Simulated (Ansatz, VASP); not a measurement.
YTeAu: VASP beside Ansatz

```xyz
3
Lattice="4.1821 0.0000 0.0000 0.0000 4.1821 0.0000 0.0000 0.0000 5.8324" Properties=species:S:1:pos:R:3 pbc="T T T"
Y     2.0911    2.0911    2.9162
Te    2.0911    2.0911    0.0000
Au    0.0000    0.0000    2.9162
```

Alike in both runs: functional PBE; k mesh 4 × 4 × 4; occupations gaussian, width 0.1 eV; no spin polarisation.

Ansatz relaxed the structure, and its values are those at the end. VASP's run is a single point on that final structure, the one shown.

```csv
,VASP,Ansatz
version,VASP 6.6.1,Ansatz 0.2.0
potentials or method,"VASP PAW PBE potentials, release 64 (Y_sv, Te, Au), cutoff 520 eV","scalar-relativistic, plane waves, PAW"
valence electrons in the cell,28,46
```

Ansatz gave:

```
gap on the k mesh at the Fermi level (eV) : none
pressure (GPa)                            : 0.1
```

Q: Which values does VASP return?

A: gap on the k mesh at the Fermi level (eV): none; pressure (GPa): 0.0.

A gap of «none» marks a metal or a gap that the smearing closes. The functional is the same, so the differences come from potentials, cutoffs and numerics. VASP's potentials hold 28 valence electrons a cell and Ansatz's 46, so a difference there can come from the potentials and not from the codes.

The k mesh is coarse, so the values compare programs but aren't converged. Spin-orbit coupling is off throughout.
